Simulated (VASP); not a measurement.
A run of VASP 6.6.1 is set up as follows.

The input INCAR:

```
SYSTEM = Tl
ALGO = Normal
EDIFF = 1E-6
ENCUT = 520
GGA = PE
ISIF = 2
ISMEAR = -1
LASPH = .TRUE.
LCHARG = .TRUE.
LELF = .TRUE.
LREAL = .FALSE.
LVHAR = .TRUE.
LWAVE = .FALSE.
NBANDS = 20
NELM = 80
PREC = Accurate
SIGMA = 0.05
```

KPOINTS

```
k-points
0
G
  11 11 6
  0 0 0
```

Contents of POSCAR:

```
Tl
1.0
    3.5237802386      0.0000000000      0.0000000000
   -1.7618901193      3.0516832040      0.0000000000
    0.0000000000      0.0000000000      5.6333608439
Tl
2
Direct
    0.3333333333      0.6666666667      0.2500000000
    0.6666666667      0.3333333333      0.7500000000
```

Potentials or basis: VASP PAW PBE potentials, release 64 (Tl_d).

Run with:

```bash
$ cat potpaw_PBE.64/Tl_d/POTCAR > POTCAR
$ mpirun -np 1 vasp_std > vasp.out
```

Problem. Predict the pressure.

Solution. 1.0 GPa.

Problem. Predict the band gap on the k mesh.

Solution. Zero (bands 13 and 14 overlap by 5.24 eV).

Stress tensor (GPa, compression positive):
```
1.07 0.00 0.00
0.00 1.07 0.00
0.00 0.00 0.79
```

Caveat: spin-orbit coupling is left out, which moves the levels of the heavy elements.
